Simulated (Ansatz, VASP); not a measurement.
## Two plane-wave programs on Ge3AsN

```
Ge As N
1.0
     4.45127    0.00000    0.00000
     0.00000    4.45127    0.00000
     0.00000    0.00000    4.45127
Ge As N
3 1 1
Direct
  0.00000 0.50000 0.50000
  0.50000 0.00000 0.50000
  0.50000 0.50000 0.00000
  0.00000 0.00000 0.00000
  0.50000 0.50000 0.50000
```

Alike in both runs: functional PBE; k mesh 8 × 8 × 8; occupations gaussian, width 0.1 eV; no spin polarisation.

Ansatz relaxed the structure, and its values are those at the end. VASP's run is a single point on that final structure, the one shown.

|  | VASP | Ansatz |
| --- | --- | --- |
| version | VASP 6.6.1 | Ansatz 0.2.0 |
| potentials or method | VASP PAW PBE potentials, release 64 (Ge_d, As, N), cutoff 520 eV | scalar-relativistic, plane waves, PAW |
| valence electrons in the cell | 52 | 62 |

VASP gave:

| Quantity | Value |
| --- | --- |
| gap on the k mesh at the Fermi level (eV) | none |
| pressure (GPa) | 0.1 |

Estimate Ansatz's values.

gap on the k mesh at the Fermi level (eV): none; pressure (GPa): 0.0.

A gap of «none» marks a metal or a gap that the smearing closes. The functional is the same, so the differences come from potentials, cutoffs and numerics. VASP's potentials hold 52 valence electrons a cell and Ansatz's 62, so a difference there can come from the potentials and not from the codes.
